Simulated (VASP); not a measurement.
# Ir (I4/mmm) in VASP: further runs

Runs on Ir. Level: r2SCAN. Tasks: single point.

All numbers are computed with VASP 6.6.1; they aren't measurements. Logs are shortened: lines on timing, memory, paths and dates and some standing lists are left out, and cuts for length are marked.

**1. The cell of the first run**

Symmetry: I4/mmm, No. 139, tetragonal system. Conventional cell: a = 2.949 Å, b = 2.949 Å, c = 3.253 Å, α = 90.00°, β = 90.00°, γ = 90.00°. Within 3.5 Å of Ir (site symmetry 4/mmm) lie 14 Ir at 2.64 to 3.25 Å.

**2. Single point, r2SCAN**

Input file POSCAR:

```
Ir
1.0
    0.0000000000      2.0854598384      1.6266586740
    2.0854598384      0.0000000000      1.6266586740
    2.0854598384      2.0854598384      0.0000000000
Ir
1
Direct
    0.0000000000      0.0000000000      0.0000000000
```

Input file INCAR.step1:

```
PREC = Accurate
ENCUT = 620
ISMEAR = 0
SIGMA = 0.15
LREAL = False
LASPH = True
NELM = 120
NBANDS = 14
GGA = PE
ALGO = Normal
EDIFF = 1E-5
LWAVE = True
LCHARG = False
GGA_COMPAT = False
```

Input file INCAR.step2:

```
PREC = Accurate
ENCUT = 620
EDIFF = 1E-6
ISMEAR = 0
SIGMA = 0.15
LREAL = False
LASPH = True
NELM = 120
ALGO = Normal
ISIF = 2
LWAVE = False
LCHARG = True
METAGGA = R2SCAN
LMIXTAU = True
LELF = True
LVHAR = True
NBANDS = 14
ISTART = 1
GGA_COMPAT = False
```

Input file KPOINTS:

```
regular mesh
0
Gamma
  24 24 24
```

Potentials or basis: VASP PAW PBE potentials, release 64 (Ir_sv_GW).

Run with:

```console
> cat potpaw_PBE.64/Ir_sv_GW/POTCAR > POTCAR
> cp INCAR.step1 INCAR
> mpirun -np 1 vasp_std > vasp.out
> cp INCAR.step2 INCAR
> mpirun -np 1 vasp_std > vasp.out
```

OUTCAR:

```text
PREC = Accurate
   ENCUT = 620
   EDIFF = 1E-6
   ISMEAR = 0
   LREAL = False
   LASPH = True
   NELM = 120
   ISIF = 2
   METAGGA = R2SCAN
   ISTART = 1

 ion  position               nearest neighbor table
   1  0.000  0.000  0.000-

  LATTYP: Found a body centered tetragonal cell.
 ALAT       =     2.9492855872
 C/A-ratio  =     1.1030865787

  Lattice vectors:

 A1 = (   0.0000000000,  -2.0854598384,  -1.6266586740)
 A2 = (   0.0000000000,   2.0854598384,  -1.6266586740)
 A3 = (   2.0854598384,   0.0000000000,   1.6266586740)

Analysis of symmetry for initial positions (statically):
=====================================================================
 Subroutine PRICEL returns:
 Original cell was already a primitive cell.

 Routine SETGRP: Setting up the symmetry group for a
 body centered tetragonal supercell.

 Subroutine GETGRP returns: Found 16 space group operations
 (whereof 16 operations were pure point group operations)
 out of a pool of 16 trial point group operations.

The static configuration has the point symmetry D_4h.

Analysis of symmetry for dynamics (positions and initial velocities):
=====================================================================
 Subroutine PRICEL returns:
 Original cell was already a primitive cell.

 Routine SETGRP: Setting up the symmetry group for a
 body centered tetragonal supercell.

 Subroutine GETGRP returns: Found 16 space group operations
 (whereof 16 operations were pure point group operations)
 out of a pool of 16 trial point group operations.

The dynamic configuration has the point symmetry D_4h.

 Subroutine INISYM returns: Found 16 space group operations
 (whereof 16 operations are pure point group operations),
 and found     1 'primitive' translations

----------------------------------------------------------------------------------------

                                     Primitive cell

  volume of cell :      14.1491

  direct lattice vectors                    reciprocal lattice vectors
     0.000000000  2.085459838  1.626658674    -0.239755276  0.239755276  0.307378559
     2.085459838  0.000000000  1.626658674     0.239755276 -0.239755276  0.307378559
     2.085459838  2.085459838  0.000000000     0.239755276  0.239755276 -0.307378559

  length of vectors
     2.644836702  2.644836702  2.949285587     0.457653541  0.457653541  0.457653541

  position of ions in fractional coordinates (direct lattice)
     0.000000000  0.000000000  0.000000000

  ion indices of the primitive-cell ions
   primitive index   ion index
                 1           1

----------------------------------------------------------------------------------------

 KPOINTS: regular mesh

Automatic generation of k-mesh.
 Grid dimensions read from file:
 generate k-points for:   24   24   24

 Generating k-lattice:

  Cartesian coordinates                     Fractional coordinates (reciprocal lattice)
    -0.009989803  0.009989803  0.012807440     0.041666667  0.000000000  0.000000000
     0.009989803 -0.009989803  0.012807440     0.000000000  0.041666667  0.000000000
     0.009989803  0.009989803 -0.012807440     0.000000000  0.000000000  0.041666667

  Length of vectors
     0.019068898  0.019068898  0.019068898

  Shift w.r.t. Gamma in fractional coordinates (k-lattice)
     0.000000000  0.000000000  0.000000000

 Subroutine IBZKPT returns following result:
 ===========================================

 Found   1063 irreducible k-points:

 Following reciprocal coordinates:
            Coordinates               Weight
  0.000000  0.000000  0.000000      1.000000
  0.041667  0.000000  0.000000      8.000000
  0.083333 -0.000000  0.000000      8.000000
  0.125000  0.000000  0.000000      8.000000
  0.166667  0.000000  0.000000      8.000000
  0.208333  0.000000  0.000000      8.000000
[... 16 lines left out ...]
  0.416667  0.041667  0.000000      8.000000
  0.458333  0.041667  0.000000      8.000000
 [... further k-points ...]
   k-points           NKPTS =   1063   k-points in BZ     NKDIM =   1063   number of bands    NBANDS=     14
   number of dos      NEDOS =    301   number of ions     NIONS =      1
   total plane-waves  NPLWV =  13824
   dimension x,y,z NGX =    24 NGY =   24 NGZ =   24
   dimension x,y,z NGXF=    48 NGYF=   48 NGZF=   48
   ions per type =               1
   NGX,Y,Z   is equivalent  to a cutoff of  15.09, 15.09, 13.53 a.u.
   NGXF,Y,Z  is equivalent  to a cutoff of  30.17, 30.17, 27.06 a.u.
 SYSTEM =  unknown system
   PREC   = accura    normal or accurate (medium, high low for compatibility)
   ISTART =      1    job   : 0-new  1-cont  2-samecut
   ICHARG =      0    charge: 1-file 2-atom 10-const
   ISPIN  =      1    spin polarized calculation?
   LNONCOLLINEAR =      F non collinear calculations
   LSORBIT =      F    spin-orbit coupling
   LASPH  =      T    aspherical Exc in radial PAW
   ENCUT  =  620.0 eV  45.57 Ry    6.75 a.u.   5.37  5.37  5.99*2*pi/ulx,y,z
   NELM   =    120;   NELMIN=  2; NELMDL=  0     # of ELM steps
   EDIFF  = 0.1E-05   stopping-criterion for ELM
   LREAL  =      F    real-space projection
   EDIFFG = 0.1E-04   stopping-criterion for IOM
   NSW    =      0    number of steps for IOM
[... 5 lines left out ...]
   TEBEG  =    0.0;   TEEND  =   0.0 temperature during run
   PSTRESS=    0.0 pullay stress
   NELECT =      17.0000    total number of electrons
   NUPDOWN=      -1.0000    fix difference up-down
   EMIN   =  10.00;   EMAX   =-10.00  energy-range for DOS
   EFERMI =   0.00;   METHOD = LEGACY
   ISMEAR =     0;   SIGMA  =   0.15  broadening in eV -4-tet -1-fermi 0-gaus
   EFERMI_NEDOS =   21; number of points for ismear=-14 and -15
   IALGO  =     38    algorithm
   IMIX   =      4    mixing-type and parameters
     AMIX     =   0.40;   BMIX     =  1.00
     AMIX_MAG =   1.60;   BMIX_MAG =  1.00
  volume/ion in A,a.u.               =      14.15        95.48
  Fermi-wavevector in a.u.,A,eV,Ry     =   1.740395  3.288869 41.211694  3.028974
  Thomas-Fermi vector in A             =   2.813052
   LORBIT       =      0    0 simple, 1 ext, 2 COOP (PROOUT), +10 PAW based schemes
   METAGGA = R2SCAN    functional components
   LHFCALC =     F    Hartree Fock is set to
   AEXX    =    0.0000 exact exchange contribution
   IVDW    =     0    specifies the selected vdW correction
   LEPSILON=     F    determine dielectric tensor
   LRPA    =     F    only Hartree local field effects (RPA)
 non-spin polarized calculation
 Gauss-broadening in eV      SIGMA  =   0.15
  energy-cutoff  :      620.00
  volume of cell :       14.15
 maximum number of plane-waves:       512
 NGX is ok and might be reduce to    24

 number of electron      17.0000000 magnetization

 Free energy of the ion-electron system (eV)
  ---------------------------------------------------
  ext. energy  EPLUGINS =         0.00000000
  ---------------------------------------------------
  free energy    TOTEN  =       -52.38375056 eV

  energy without entropy =      -52.36701074  energy(sigma->0) =      -52.37538065

 E-fermi :  12.4550     XC(G=0): -15.8817

 val. band max:       12.4549439084   @ k =   0.3333   0.0417   0.2083
 cond. band min:      12.4555427741   @ k =  -0.0833   0.2500   0.2083
 fundamental gap:      0.0005988657
 Fermi energy:        12.4549914275

 k-point     1 :       0.0000    0.0000    0.0000
  band No.  band energies     occupation
      1     -82.2484      2.00000
      2     -38.1169      2.00000
      3     -38.1169      2.00000
      4     -37.9331      2.00000
      5       1.1833      2.00000
      6       8.3087      2.00000
      7       8.3087      2.00000
      8       9.2345      2.00000
      9      10.9117      2.00000
     10      12.3282      1.76818
     11      28.1599      0.00000
     12      30.2522      0.00000
     13      30.2522      0.00000
     14      39.9984      0.00000

 k-point     2 :       0.0417    0.0000    0.0000
  band No.  band energies     occupation
      1     -82.2471      2.00000
      2     -38.1255      2.00000
      3     -38.1214      2.00000
      4     -37.9401      2.00000
      5       1.2672      2.00000
      6       8.3094      2.00000
      7       8.3333      2.00000
      8       9.2446      2.00000
      9      10.8815      2.00000
     10      12.3001      1.85591
     11      28.2851      0.00000
     12      30.2982      0.00000
     13      30.3822      0.00000
     14      38.8285      0.00000

 k-point     3 :       0.0833   -0.0000    0.0000
  band No.  band energies     occupation
      1     -82.2432      2.00000
      2     -38.1538      2.00000
      3     -38.1345      2.00000
      4     -37.9568      2.00000
      5       1.5142      2.00000
      6       8.3066      2.00000
      7       8.3702      2.00000
      8       9.3142      2.00000
      9      10.8029      2.00000
     10      12.2271      1.96836
     11      28.6268      0.00000
     12      30.3880      0.00000
     13      30.7671      0.00000
     14      37.5531      0.00000

 k-point     4 :       0.1250    0.0000    0.0000
  band No.  band energies     occupation
      1     -82.2370      2.00000
      2     -38.2075      2.00000
      3     -38.1554      2.00000
      4     -37.9745      2.00000
      5       1.9087      2.00000
      6       8.2892      2.00000
      7       8.3374      2.00000
      8       9.5313      2.00000
      9      10.7100      2.00000
     10      12.1354      1.99742
     11      29.0759      0.00000
     12      30.3748      0.00000
     13      31.3928      0.00000
     14      36.6939      0.00000

 k-point     5 :       0.1667    0.0000    0.0000
  band No.  band energies     occupation
      1     -82.2289      2.00000
      2     -38.2865      2.00000
      3     -38.1824      2.00000
      4     -37.9876      2.00000
      5       2.4207      2.00000
      6       8.2075      2.00000
      7       8.2552      2.00000
      8       9.9309      2.00000
      9      10.6471      2.00000
     10      12.0523      1.99985
     11      29.3878      0.00000
[... 276 lines left out ...]
 k-point    22 :       0.3750    0.0417    0.0000
  band No.  band energies     occupation
      1     -82.1801      2.00000
      2     -38.7752      2.00000
      3     -38.3441      2.00000
      4     -38.0172      2.00000
      5       4.4318      2.00000
      6       7.3138      2.00000
      7       9.6296      2.00000
      8      10.8626      2.00000
      9      12.3863      1.48273
     10      13.4232      0.00000
     11      23.8253      0.00000
     12      27.2931      0.00000
     13      32.8553      0.00000
     14      37.5738      0.00000

 k-point    23 :       0.4167    0.0417    0.0000
  band No.  band energies     occupation
      1     -82.1738      2.00000
      2     -38.8433      2.00000
      3     -38.3642      2.00000
      4     -38.0181      2.00000
      5       4.4387      2.00000
      6       7.1842      2.00000
      7      10.3704      2.00000
      8      10.8081      2.00000
      9      12.8000      0.00114
     10      14.0476      0.00000
     11      22.4273      0.00000
     12      26.7387      0.00000
     13      31.7297      0.00000
     14      36.7689      0.00000

 k-point    24 :       0.4583    0.0417    0.0000
  band No.  band energies     occupation
      1     -82.1695      2.00000
      2     -38.8872      2.00000
      3     -38.3766      2.00000
      4     -38.0190      2.00000
      5       4.4161      2.00000
      6       7.1002      2.00000
      7      10.6979      2.00000
      8      11.0143      2.00000
      9      13.2056      0.00000
     10      14.4706      0.00000
     11      21.3311      0.00000
     12      26.3922      0.00000
     13      30.9972      0.00000
     14      36.1906      0.00000

 [... further k-points ...]

------------------------ aborting loop because EDIFF is reached ----------------------------------------

  FORCE on cell =-STRESS in cart. coord.  units (eV):
  Direction    XX          YY          ZZ          XY          YZ          ZX
  --------------------------------------------------------------------------------------
  -------------------------------------------------------------------------------------
  Total       -0.5787125     -0.5787125      3.8746251      0.0000000      0.0000000      0.0000000
  in kB      -65.5304776    -65.5304776    438.7429733      0.0000000      0.0000000      0.0000000
  external PRESSURE =     102.5606727 kB  Pullay stress =       0.0000000 kB

 VOLUME and BASIS-vectors are now :
 -----------------------------------------------------------------------------
  energy-cutoff  :      620.00
  volume of cell :       14.15
      direct lattice vectors                 reciprocal lattice vectors
     0.000000000  2.085459838  1.626658674    -0.239755276  0.239755276  0.307378559
     2.085459838  0.000000000  1.626658674     0.239755276 -0.239755276  0.307378559
     2.085459838  2.085459838  0.000000000     0.239755276  0.239755276 -0.307378559

 POSITION                                       TOTAL-FORCE (eV/Angst)
 -----------------------------------------------------------------------------------
      0.00000      0.00000      0.00000         0.000000      0.000000      0.000000
 -----------------------------------------------------------------------------------
    total drift:                                0.000000      0.000000     -0.000000

  FREE ENERGIE OF THE ION-ELECTRON SYSTEM (eV)
  ---------------------------------------------------
  free  energy   TOTEN  =       -52.3837505598 eV

  energy  without entropy=      -52.3670107429  energy(sigma->0) =      -52.37538065
```

Wall time 8.5 min (1 thread of Intel Xeon Platinum 8488C (Sapphire Rapids), shared host); peak memory 0.39 GiB.

Results:

| Property | Result |
| --- | --- |
| Free energy | -52.3838 eV |
| Pressure | 10.3 GPa |
| Band gap on the k mesh | zero (an odd number of electrons rules out a gap without spin polarisation) |

Caveat: the stress differs along the axes, from -7 to 44 GPa; the PAW data sets were made with another functional, which shifts forces and pressure a little; spin-orbit coupling is left out, which moves the levels of the heavy elements.

**3. Single point, r2SCAN**

This run uses another cell than the first one, of the same volume but with other edges.

Input file POSCAR:

```
Ir
1.0
    0.0000000000      1.8065068646      2.1678082376
    1.8065068646      0.0000000000      2.1678082376
    1.8065068646      1.8065068646      0.0000000000
Ir
1
Direct
    0.0000000000      0.0000000000      0.0000000000
```

Input file INCAR.step1:

```
SYSTEM = Ir
PREC = Accurate
ENCUT = 620
ISMEAR = 0
SIGMA = 0.15
LREAL = .False.
LASPH = .True.
NELM = 120
NBANDS = 14
GGA = PE
ALGO = Normal
EDIFF = 1E-5
LWAVE = .True.
LCHARG = .False.
GGA_COMPAT = .False.
```

Input file INCAR.step2:

```
SYSTEM = Ir
PREC = Accurate
ENCUT = 620
EDIFF = 1E-6
ISMEAR = 0
SIGMA = 0.15
LREAL = .False.
LASPH = .True.
NELM = 120
ALGO = Normal
ISIF = 2
LWAVE = .False.
LCHARG = .False.
METAGGA = R2SCAN
LMIXTAU = .True.
NBANDS = 14
ISTART = 1
GGA_COMPAT = .False.
```

Input file KPOINTS:

```
regular mesh
0
Gamma
  24 24 24
  0 0 0
```

Potentials or basis: VASP PAW PBE potentials, release 64 (Ir_sv_GW).

Run with:

```console
> cat potpaw_PBE.64/Ir_sv_GW/POTCAR > POTCAR
> cp INCAR.step1 INCAR
> mpirun -np 1 vasp_std > vasp.out
> cp INCAR.step2 INCAR
> mpirun -np 1 vasp_std > vasp.out
```

Run time: 8.5 min. Hardware: 1 thread of Intel Xeon Platinum 8488C (Sapphire Rapids), shared host; peak memory 0.4 GiB.

The run converged. Its results:

| Property | Result |
| --- | --- |
| Free energy | -52.5385 eV |
| Pressure | 9.5 GPa |
| Band gap on the k mesh | zero (an odd number of electrons rules out a gap without spin polarisation) |

Stress tensor (GPa, compression positive):
```
 31.02   0.00   0.00
  0.00  31.02   0.00
  0.00   0.00 -33.46
```

Levels at points of the mesh, in eV from the Fermi level:
| k point | band 4 | band 5 | band 6 | band 7 | band 8 | band 9 | band 10 | band 11 | band 12 | band 13 |
| --- | --- | --- | --- | --- | --- | --- | --- | --- | --- | --- |
| (0.00, 0.00, 0.00) | -50.68 | -11.43 | -5.60 | -3.17 | -2.81 | -2.81 | 0.34 | 14.90 | 16.81 | 22.06 |
| (0.50, 0.00, 0.00) | -50.69 | -8.28 | -5.25 | -2.83 | -0.54 | 0.52 | 1.32 | 8.15 | 13.36 | 19.69 |
| (0.50, 0.50, 0.00) | -50.84 | -8.36 | -7.60 | -0.50 | 1.30 | 1.42 | 1.42 | 7.90 | 14.51 | 14.51 |
| (0.50, 0.00, 0.50) | -51.01 | -8.14 | -7.33 | 0.12 | 0.37 | 3.07 | 3.29 | 10.39 | 12.32 | 13.22 |

Caveat: the stress differs along the axes, from -33 to 31 GPa; the PAW data sets were made with another functional, which shifts forces and pressure a little; spin-orbit coupling is left out, which moves the levels of the heavy elements.
